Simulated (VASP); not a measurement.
# WC (Fm-3m) in VASP: further runs

The runs below take WC through density of states, with LDA+U.

Everything below comes from runs of VASP 6.6.1. Logs are shortened: lines on timing, memory, paths and dates and some standing lists are left out, and cuts for length are marked.

**1. The cell of the first run**

The structure is cubic, space group Fm-3m (No. 225). Conventional cell: a = 4.385 Å, b = 4.385 Å, c = 4.385 Å, α = 90.00°, β = 90.00°, γ = 90.00°. W (site symmetry m-3m) has 6 C at 2.19 Å within 2.9 Å. Within 2.9 Å of C (site symmetry m-3m) lie 6 W at 2.19 Å.

**2. Density of states, LDA+U**

Input file POSCAR:

```
WC
1.0
    0.0000000000      2.1926840000      2.1926840000
    2.1926840000      0.0000000000      2.1926840000
    2.1926840000      2.1926840000      0.0000000000
W C
1 1
Direct
    0.0000000000      0.0000000000      0.0000000000
    0.5000000000      0.5000000000      0.5000000000
```

Input file INCAR.step1:

```
  PREC = Accurate
  ENCUT = 910
  EDIFF = 1E-6
  ISMEAR = -1
  SIGMA = 0.05
  LREAL = False
  LASPH = True
  NELM = 200
  ALGO = Normal
  ISIF = 2
  LWAVE = False
  LCHARG = True
  LMAXMIX = 4
  LDAU = True
  LDAUTYPE = 2
  LDAUL = 2 -1
  LDAUU = 1 0
  LDAUJ = 0 0
  LDAUPRINT = 1
  GGA = CA
  NBANDS = 16
  GGA_COMPAT = False
  NEDOS = 2001
  LORBIT = 11
```

Input file KPOINTS.step1:

```
regular mesh
0
Gamma
  10 10 10
```

Input file INCAR.step2:

```
  PREC = Accurate
  ENCUT = 910
  EDIFF = 1E-6
  ISMEAR = -5
  SIGMA = 0.05
  LREAL = False
  LASPH = True
  NELM = 200
  ALGO = Normal
  ISIF = 2
  LWAVE = False
  LCHARG = False
  LMAXMIX = 4
  LDAU = True
  LDAUTYPE = 2
  LDAUL = 2 -1
  LDAUU = 1 0
  LDAUJ = 0 0
  LDAUPRINT = 1
  GGA = CA
  LORBIT = 10
  NEDOS = 1001
  ICHARG = 11
  GGA_COMPAT = False
```

Input file KPOINTS.step2:

```
regular mesh
0
Gamma
  15 15 15
```

Potentials or basis: VASP PAW LDA potentials, release 64 (W_sv, C_h).

Run with:

```
$ cat potpaw_LDA.64/W_sv/POTCAR potpaw_LDA.64/C_h/POTCAR > POTCAR
$ cp INCAR.step1 INCAR
$ cp KPOINTS.step1 KPOINTS
$ mpirun -np 1 vasp_std > vasp.out
$ cp INCAR.step2 INCAR
$ cp KPOINTS.step2 KPOINTS
$ mpirun -np 1 vasp_std > vasp.out
```

OUTCAR:

```text
PREC = Accurate
   ENCUT = 910
   EDIFF = 1E-6
   ISMEAR = -5
   LREAL = False
   LASPH = True
   NELM = 200
   ISIF = 2
   GGA = CA
   LORBIT = 10
   ICHARG = 11

 ion  position               nearest neighbor table
   1  0.000  0.000  0.000-   2 2.19   2 2.19   2 2.19   2 2.19   2 2.19   2 2.19
   2  0.500  0.500  0.500-   1 2.19   1 2.19   1 2.19   1 2.19   1 2.19   1 2.19

  LATTYP: Found a face centered cubic cell.
 ALAT       =     4.3853680000

  Lattice vectors:

 A1 = (   0.0000000000,   2.1926840000,   2.1926840000)
 A2 = (   2.1926840000,   0.0000000000,   2.1926840000)
 A3 = (   2.1926840000,   2.1926840000,   0.0000000000)

Analysis of symmetry for initial positions (statically):
=====================================================================
 Subroutine PRICEL returns:
 Original cell was already a primitive cell.

 Routine SETGRP: Setting up the symmetry group for a
 face centered cubic supercell.

 Subroutine GETGRP returns: Found 48 space group operations
 (whereof 48 operations were pure point group operations)
 out of a pool of 48 trial point group operations.

The static configuration has the point symmetry O_h .

Analysis of symmetry for dynamics (positions and initial velocities):
=====================================================================
 Subroutine PRICEL returns:
 Original cell was already a primitive cell.

 Routine SETGRP: Setting up the symmetry group for a
 face centered cubic supercell.

 Subroutine GETGRP returns: Found 48 space group operations
 (whereof 48 operations were pure point group operations)
 out of a pool of 48 trial point group operations.

The dynamic configuration has the point symmetry O_h .

 Subroutine INISYM returns: Found 48 space group operations
 (whereof 48 operations are pure point group operations),
 and found     1 'primitive' translations

----------------------------------------------------------------------------------------

                                     Primitive cell

  volume of cell :      21.0842

  direct lattice vectors                    reciprocal lattice vectors
     0.000000000  2.192684000  2.192684000    -0.228031034  0.228031034  0.228031034
     2.192684000  0.000000000  2.192684000     0.228031034 -0.228031034  0.228031034
     2.192684000  2.192684000  0.000000000     0.228031034  0.228031034 -0.228031034

  length of vectors
     3.100923451  3.100923451  3.100923451     0.394961337  0.394961337  0.394961337

  position of ions in fractional coordinates (direct lattice)
     0.000000000  0.000000000  0.000000000
     0.500000000  0.500000000  0.500000000

  ion indices of the primitive-cell ions
   primitive index   ion index
                 1           1
                 2           2

----------------------------------------------------------------------------------------

 KPOINTS: regular mesh

Automatic generation of k-mesh.
 Grid dimensions read from file:
 generate k-points for:   15   15   15

 Generating k-lattice:

  Cartesian coordinates                     Fractional coordinates (reciprocal lattice)
    -0.015202069  0.015202069  0.015202069     0.066666667  0.000000000  0.000000000
     0.015202069 -0.015202069  0.015202069     0.000000000  0.066666667  0.000000000
     0.015202069  0.015202069 -0.015202069     0.000000000  0.000000000  0.066666667

  Length of vectors
     0.026330756  0.026330756  0.026330756

  Shift w.r.t. Gamma in fractional coordinates (k-lattice)
     0.000000000  0.000000000  0.000000000

[... 49 lines left out ...]
   LASPH  =      T    aspherical Exc in radial PAW
   ENCUT  =  910.0 eV  66.88 Ry    8.18 a.u.   7.63  7.63  7.63*2*pi/ulx,y,z
   NELM   =    200;   NELMIN=  2; NELMDL=  0     # of ELM steps
   EDIFF  = 0.1E-05   stopping-criterion for ELM
   LREAL  =      F    real-space projection
   EDIFFG = 0.1E-04   stopping-criterion for IOM
   NSW    =      0    number of steps for IOM
   IBRION =     -1    ionic relax: 0-MD 1-quasi-New 2-CG
   NFREE  =      0    steps in history (QN), initial steepest desc. (CG)
   ISIF   =      2    stress and relaxation
   ISYM   =      2    0-nonsym 1-usesym 2-fastsym
   POTIM  = 0.5000    time-step for ionic-motion
   TEBEG  =    0.0;   TEEND  =   0.0 temperature during run
   PSTRESS=    0.0 pullay stress
   NELECT =      18.0000    total number of electrons
   NUPDOWN=      -1.0000    fix difference up-down
   EMIN   =  10.00;   EMAX   =-10.00  energy-range for DOS
   EFERMI =   0.00;   METHOD = LEGACY
   ISMEAR =    -5;   SIGMA  =   0.05  broadening in eV -4-tet -1-fermi 0-gaus
   EFERMI_NEDOS =   21; number of points for ismear=-14 and -15
   IALGO  =     38    algorithm
   IMIX   =      4    mixing-type and parameters
     AMIX     =   0.40;   BMIX     =  1.00
     AMIX_MAG =   1.60;   BMIX_MAG =  1.00
  volume/ion in A,a.u.               =      10.54        71.14
  Fermi-wavevector in a.u.,A,eV,Ry     =   1.553029  2.934800 32.815887  2.411900
  Thomas-Fermi vector in A             =   2.657319
   LORBIT       =     10    0 simple, 1 ext, 2 COOP (PROOUT), +10 PAW based schemes
 LDA+U is selected, type is set to LDAUTYPE =  2
   angular momentum for each species LDAUL =     2   -1
   U (eV)           for each species LDAUU =   1.0  0.0
   J (eV)           for each species LDAUJ =   0.0  0.0
   GGA     = CA    functional components
   LHFCALC =     F    Hartree Fock is set to
   AEXX    =    0.0000 exact exchange contribution
   IVDW    =     0    specifies the selected vdW correction
   LEPSILON=     F    determine dielectric tensor
   LRPA    =     F    only Hartree local field effects (RPA)
 non-spin polarized calculation
 Fermi weights with tetrahedron method with Bloechl corrections
  energy-cutoff  :      910.00
  volume of cell :       21.08
 maximum number of plane-waves:      1363

atom =   1  type =  1  l = 2

 onsite density matrix

spin component  1

  0.3417 -0.0000  0.0000 -0.0000  0.0000
 -0.0000  0.3417  0.0000  0.0000 -0.0000
  0.0000  0.0000  0.3520 -0.0000  0.0000
 -0.0000  0.0000 -0.0000  0.3417  0.0000
  0.0000 -0.0000  0.0000  0.0000  0.3520

spin component  2

  0.3417 -0.0000  0.0000 -0.0000  0.0000
 -0.0000  0.3417  0.0000  0.0000 -0.0000
  0.0000  0.0000  0.3520 -0.0000  0.0000
 -0.0000  0.0000 -0.0000  0.3417  0.0000
  0.0000 -0.0000  0.0000  0.0000  0.3520

 occupancies and eigenvectors

  o =  0.3417  v =  0.0000  0.7633 -0.0000  0.6461  0.0000  0.0000  0.0000  0.0000  0.0000  0.0000      0.0000  0.0000  0.0000  0.0000  0.0000  0.0000  0.0000  0.0000  0.0000  0.0000
  o =  0.3417  v =  0.0000  0.0000  0.0000  0.0000  0.0000  0.0000  0.7633 -0.0000  0.6461  0.0000      0.0000  0.0000  0.0000  0.0000  0.0000  0.0000  0.0000  0.0000  0.0000  0.0000
  o =  0.3417  v =  0.0000  0.6461 -0.0000 -0.7633  0.0000  0.0000  0.0000  0.0000  0.0000  0.0000      0.0000  0.0000  0.0000  0.0000  0.0000  0.0000  0.0000  0.0000  0.0000  0.0000
  o =  0.3417  v =  0.0000  0.0000  0.0000  0.0000  0.0000  0.0000  0.6461 -0.0000 -0.7633  0.0000      0.0000  0.0000  0.0000  0.0000  0.0000  0.0000  0.0000  0.0000  0.0000  0.0000
  o =  0.3417  v =  0.0000  0.0000  0.0000  0.0000  0.0000  1.0000  0.0000  0.0000  0.0000  0.0000      0.0000  0.0000  0.0000  0.0000  0.0000  0.0000  0.0000  0.0000  0.0000  0.0000
  o =  0.3417  v =  1.0000  0.0000  0.0000  0.0000  0.0000  0.0000  0.0000  0.0000  0.0000  0.0000      0.0000  0.0000  0.0000  0.0000  0.0000  0.0000  0.0000  0.0000  0.0000  0.0000
  o =  0.3520  v =  0.0000  0.0000  0.0000  0.0000  0.0000  0.0000 -0.0000 -0.0000  0.0000  1.0000      0.0000  0.0000  0.0000  0.0000  0.0000  0.0000  0.0000  0.0000  0.0000  0.0000
  o =  0.3520  v =  0.0000 -0.0000 -0.0000  0.0000  1.0000  0.0000  0.0000  0.0000  0.0000  0.0000      0.0000  0.0000  0.0000  0.0000  0.0000  0.0000  0.0000  0.0000  0.0000  0.0000
  o =  0.3520  v =  0.0000 -0.0000 -1.0000  0.0000 -0.0000  0.0000  0.0000  0.0000  0.0000  0.0000      0.0000  0.0000  0.0000  0.0000  0.0000  0.0000  0.0000  0.0000  0.0000  0.0000
  o =  0.3520  v =  0.0000  0.0000  0.0000  0.0000  0.0000  0.0000 -0.0000 -1.0000  0.0000 -0.0000      0.0000  0.0000  0.0000  0.0000  0.0000  0.0000  0.0000  0.0000  0.0000  0.0000

 number of electron      18.0000000 magnetization

 Free energy of the ion-electron system (eV)
  ---------------------------------------------------
  ext. energy  EPLUGINS =         0.00000000
  ---------------------------------------------------
  free energy    TOTEN  =       -22.65117560 eV

  energy without entropy =      -22.65117560  energy(sigma->0) =      -22.65117560

 E-fermi :  12.6325     XC(G=0): -13.9378

 val. band max:       12.6519542118   @ k =  -0.3333   0.3333   0.1333
 cond. band min:      12.5374950965   @ k =   0.3333   0.0000   0.0000
 fundamental gap:     -0.1144591152
 Fermi energy:        12.6325274158

 k-point     1 :       0.0000    0.0000    0.0000
  band No.  band energies     occupation
      1     -62.4302      2.00000
      2     -26.6761      2.00000
      3     -26.6761      2.00000
      4     -26.6761      2.00000
      5      -3.0039      2.00000
      6       9.9301      2.00000
      7       9.9301      2.00000
      8       9.9301      2.00000
      9      11.6039      2.00000
     10      11.6039      2.00000
     11      11.6039      2.00000
     12      11.7098      2.48269
     13      11.7098      1.64573
[... 354 lines left out ...]
  band No.  band energies     occupation
      1     -62.4168      2.00000
      2     -26.8419      2.00000
      3     -26.7289      2.00000
      4     -26.7225      2.00000
      5      -1.9735      2.00000
      6       6.9631      2.00000
      7       8.5206      2.00000
      8       9.0574      2.00000
      9       9.7303      2.00000
     10      12.0059      2.00000
     11      13.3399     -0.04625
     12      13.9640      0.00000
     13      16.3848      0.00000

 [... further k-points ...]
[... 5 lines left out ...]
  --------------------------------------------------------------------------------------
  -------------------------------------------------------------------------------------
  Total       -1.6829762     -1.6829762     -1.6829762     -0.0000000      0.0000000     -0.0000000
  in kB     -127.8881796   -127.8881796   -127.8881796     -0.0000000      0.0000000     -0.0000000
  external PRESSURE =    -127.8881796 kB  Pullay stress =       0.0000000 kB

 VOLUME and BASIS-vectors are now :
 -----------------------------------------------------------------------------
  energy-cutoff  :      910.00
  volume of cell :       21.08
      direct lattice vectors                 reciprocal lattice vectors
     0.000000000  2.192684000  2.192684000    -0.228031034  0.228031034  0.228031034
     2.192684000  0.000000000  2.192684000     0.228031034 -0.228031034  0.228031034
     2.192684000  2.192684000  0.000000000     0.228031034  0.228031034 -0.228031034

 POSITION                                       TOTAL-FORCE (eV/Angst)
 -----------------------------------------------------------------------------------
      0.00000      0.00000      0.00000         0.000000      0.000000     -0.000000
      2.19268      2.19268      2.19268        -0.000000     -0.000000      0.000000
 -----------------------------------------------------------------------------------
    total drift:                                0.000000     -0.000000     -0.000000

  FREE ENERGIE OF THE ION-ELECTRON SYSTEM (eV)
  ---------------------------------------------------
  free  energy   TOTEN  =       -22.6511756010 eV

  energy  without entropy=      -22.6511756010  energy(sigma->0) =      -22.65117560

 total charge

# of ion       s       p       d       tot
------------------------------------------
    1        2.312   6.361   3.395  12.068
    2        0.462   0.948   0.000   1.410
--------------------------------------------------
tot          2.774   7.309   3.395  13.479
```

Run time: 24 s. Hardware: 1 thread of Intel Xeon 6975P-C (Granite Rapids), shared host; peak memory 0.22 GiB.

Results:

```
Valence electrons inside the program's atomic spheres : W 12.07; C 1.41
```

Eigenvalues of the final occupation matrices:
```
    site  spin  trace               eigenvalues
site 1 d     1   1.73  0.34 0.34 0.34 0.35 0.35
site 1 d     2   1.73  0.34 0.34 0.34 0.35 0.35
```

Caveat: the cutoff is under 1.25 times the usual one of these potentials, so pressure, stress and relaxed cells hold a basis-set (Pulay) error; the bands computed are all filled at some k points, so no gap is given; spin-orbit coupling is left out, which moves the levels of the heavy elements; the U is typed as a test and isn't derived for this compound.

(Part 1 of 2 ends here.)
